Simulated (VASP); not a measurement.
A run of VASP 6.6.1 is set up as follows.

The input POSCAR:

```
BeAs2C
1.0
    3.4247097982      0.0000000000      0.0000000000
    0.0000000000      3.4247097982      0.0000000000
    0.0000000000      0.0000000000      4.8968630612
Be As C
1 2 1
Direct
    0.0000000000      0.0000000000      0.0000000000
    0.0000000000      0.5000000000      0.2605674643
    0.5000000000      0.0000000000      0.7394325357
    0.5000000000      0.5000000000      0.5000000000
```

Contents of INCAR.step1:

```
SYSTEM = BeAs2C
PREC = Accurate
ENCUT = 520
ISMEAR = 1
SIGMA = 0.05
LREAL = .FALSE.
LASPH = .TRUE.
NELM = 80
NBANDS = 16
GGA = PE
ALGO = Normal
EDIFF = 1E-4
LWAVE = .TRUE.
LCHARG = .FALSE.
```

Contents of INCAR.step2:

```
SYSTEM = BeAs2C
PREC = Accurate
ENCUT = 520
EDIFF = 1E-7
ISMEAR = 1
SIGMA = 0.05
LREAL = .FALSE.
LASPH = .TRUE.
NELM = 80
ALGO = Normal
ISIF = 2
LWAVE = .FALSE.
LCHARG = .TRUE.
METAGGA = R2SCAN
LMIXTAU = .TRUE.
LELF = .TRUE.
LVHAR = .TRUE.
NBANDS = 16
ISTART = 1
```

File KPOINTS:

```
regular mesh
0
G
  6 6 4
  0 0 0
```

Potentials or basis: VASP PAW PBE potentials, release 64 (Be, As, C).

The run is started by

```bash
$ cat potpaw_PBE.64/Be/POTCAR potpaw_PBE.64/As/POTCAR potpaw_PBE.64/C/POTCAR > POTCAR
$ cp INCAR.step1 INCAR
$ mpirun -np 1 vasp_std > vasp.out
$ cp INCAR.step2 INCAR
$ mpirun -np 1 vasp_std > vasp.out
```

Predict the band gap on the k mesh.

zero (bands 8 and 9 overlap by 0.54 eV).

Estimate the pressure.

0.3 GPa.

Forces in eV/Å, atoms in the order of the input:
```
Be   0.000  0.000  0.000
As   0.000  0.000  0.046
As   0.000  0.000 -0.046
C    0.000  0.000  0.000
```

Caveat: the PAW data sets were made with another functional, which shifts forces and pressure a little.
